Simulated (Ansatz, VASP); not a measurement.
# One calculation of Hf3H, two programs

```
CELL_PARAMETERS angstrom
4.24863 0.00000 0.00000
0.00000 4.24863 0.00000
0.00000 0.00000 4.18386
ATOMIC_POSITIONS crystal
Hf 0.00000 0.50000 0.50000
Hf 0.50000 0.00000 0.50000
Hf 0.50000 0.50000 0.00000
H 0.00000 0.00000 0.00000
```

Change from the starting cell: species swapped into the ZrCd3 type (P4/mmm, No. 123).

Alike in both runs: functional PBE; k mesh 5 × 5 × 5; occupations gaussian, width 0.2 eV; no spin polarisation.

Ansatz relaxed the structure, and its values are those at the end. VASP's run is a single point on that final structure, the one shown.

|  | VASP | Ansatz |
| --- | --- | --- |
| version | VASP 6.6.1 | Ansatz 0.2.0 |
| potentials or method | VASP PAW PBE potentials, release 64 (Hf_pv, H), cutoff 500 eV | scalar-relativistic, plane waves, PAW |
| valence electrons in the cell | 31 | 79 |

Ansatz gave:

| Property | Result |
| --- | --- |
| gap on the k mesh at the Fermi level (eV) | none |
| pressure (GPa) | 0.1 |

Estimate VASP's values.

gap on the k mesh at the Fermi level (eV): none; pressure (GPa): -0.3.

A gap of «none» marks a metal or a gap that the smearing closes. VASP's potentials hold 31 valence electrons a cell and Ansatz's 79, so a difference there can come from the potentials and not from the codes.

Neither program's run includes spin-orbit coupling.
